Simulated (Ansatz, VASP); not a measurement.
# Two plane-wave programs on CuMoH6

```
CELL_PARAMETERS angstrom
4.43987 0.00000 0.00000
0.00000 4.43987 0.00000
0.00000 0.00000 4.43987
ATOMIC_POSITIONS crystal
Cu 0.50000 0.50000 0.50000
H 0.90115 0.50000 0.50000
H 0.09885 0.50000 0.50000
H 0.50000 0.90115 0.50000
H 0.50000 0.09885 0.50000
H 0.50000 0.50000 0.90115
H 0.50000 0.50000 0.09885
Mo 0.00000 0.00000 0.00000
```

Alike in both runs: functional PBE; k mesh 8 × 8 × 8; occupations gaussian, width 0.1 eV; collinear spin.

Ansatz relaxed the structure, and its values are those at the end. VASP's run is a single point on that final structure, the one shown.

```csv
,VASP,Ansatz
version,VASP 6.6.1,Ansatz 0.2.0
potentials or method,"VASP PAW PBE potentials, release 64 (Cu, H, Mo_sv), cutoff 520 eV","scalar-relativistic, plane waves, PAW"
valence electrons in the cell,31,39
```

VASP gave:

| Quantity | Value |
| --- | --- |
| gap on the k mesh at the Fermi level (eV) | none |
| pressure (GPa) | -0.2 |
| rms of the force components (eV/Å) | 0.021 |
| net moment per atom (μB) | 0.70 |
| size of the moment on the site where the two differ most (μB) | 4.15 |

Problem. What did Ansatz give for the same quantities?

Solution. gap on the k mesh at the Fermi level (eV): none; pressure (GPa): 0.0; rms of the force components (eV/Å): 0.003; net moment per atom (μB): 0.70; size of the moment on the site where the two differ most (μB): 4.21.

Site moments also hang on the region over which each program counts them. A gap of «none» marks a metal or a gap that the smearing closes. With one functional, cell and mesh, what is left measures potentials, basis and numerics. VASP's potentials hold 31 valence electrons a cell and Ansatz's 39, so a difference there can come from the potentials and not from the codes.
